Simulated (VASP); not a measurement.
# Ca: single point with HSE06

Crystal: Ca.

```xyz
1
Lattice="0.0000 2.7518 2.7518 2.7518 0.0000 2.7518 2.7518 2.7518 0.0000" Properties=species:S:1:pos:R:3 pbc="T T T"
Ca    0.0000    0.0000    0.0000
```

```
Program                            : VASP 6.6.1
Task                               : single point
Functional                         : HSE06
Potentials or basis                : VASP PAW PBE potentials, release 64 (Ca_sv)
Cutoff                             : 520 eV
k mesh                             : 6 × 6 × 6
Occupations                        : gaussian, width 0.05 eV
Spin                               : no spin polarisation
Dipole correction                  : no
Grid for exact exchange (PRECFOCK) : Normal
Further INCAR settings             : ALGO = Normal; EDIFF = 1e-07; NBANDS = 11
Share of exact exchange            : 0.25
Screening parameter                : 0.2079 1/Å
```

```
Pressure               : 0.6 GPa
Band gap on the k mesh : zero (bands 5 and 6 overlap by 0.45 eV)
```

Levels at points of the mesh, in eV from the Fermi level:
```tsv
k point	band 1	band 2	band 3	band 4	band 5	band 6	band 7	band 8	band 9	band 10
(0.00, 0.00, 0.00)	-45.73	-25.16	-25.16	-25.16	-4.95	3.17	3.17	3.17	4.40	4.40
(0.50, 0.00, 0.00)	-45.72	-25.31	-25.18	-25.18	-1.03	-0.47	2.99	2.99	5.21	5.21
(0.50, 0.50, 0.00)	-45.71	-25.30	-25.21	-25.21	-0.53	0.95	1.09	5.19	5.44	5.44
```

Run time: 8.1 min on 1 thread of Intel(R) Xeon(R) 6975P-C (Granite Rapids) (shared host), peak memory 0.28 GiB.

Caveat: the PAW data sets were made with another functional, which shifts forces and pressure a little.
